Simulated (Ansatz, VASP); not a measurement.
**Si5Se in VASP and in Ansatz**

```
Si Se
1.0
     4.84643    0.00000    0.00000
    -2.42321    4.19713    0.00000
     0.00000    0.00000    7.28484
Si Se
5 1
Direct
  0.00000 0.00000 0.18179
  0.00000 0.00000 0.81821
  0.50000 0.00000 0.00000
  0.00000 0.50000 0.00000
  0.50000 0.50000 0.00000
  0.00000 0.00000 0.50000
```

Alike in both runs: functional PBE; k mesh 12 × 12 × 6; occupations gaussian, width 0.1 eV; no spin polarisation.

Ansatz relaxed the structure, and its values are those at the end. VASP's run is a single point on that final structure, the one shown.

|  | VASP | Ansatz |
| --- | --- | --- |
| version | VASP 6.6.1 | Ansatz 0.2.0 |
| potentials or method | VASP PAW PBE potentials, release 64 (Si, Se), cutoff 520 eV | scalar-relativistic, plane waves, PAW |
| valence electrons in the cell | 26 | 36 |

|  | VASP | Ansatz | Ansatz less VASP |
| --- | --- | --- | --- |
| gap on the k mesh at the Fermi level (eV) | none | none | - |
| pressure (GPa) | 0.0 | 0.0 | +0.02 |

A gap of «none» marks a metal or a gap that the smearing closes. VASP's potentials hold 26 valence electrons a cell and Ansatz's 36, so a difference there can come from the potentials and not from the codes.
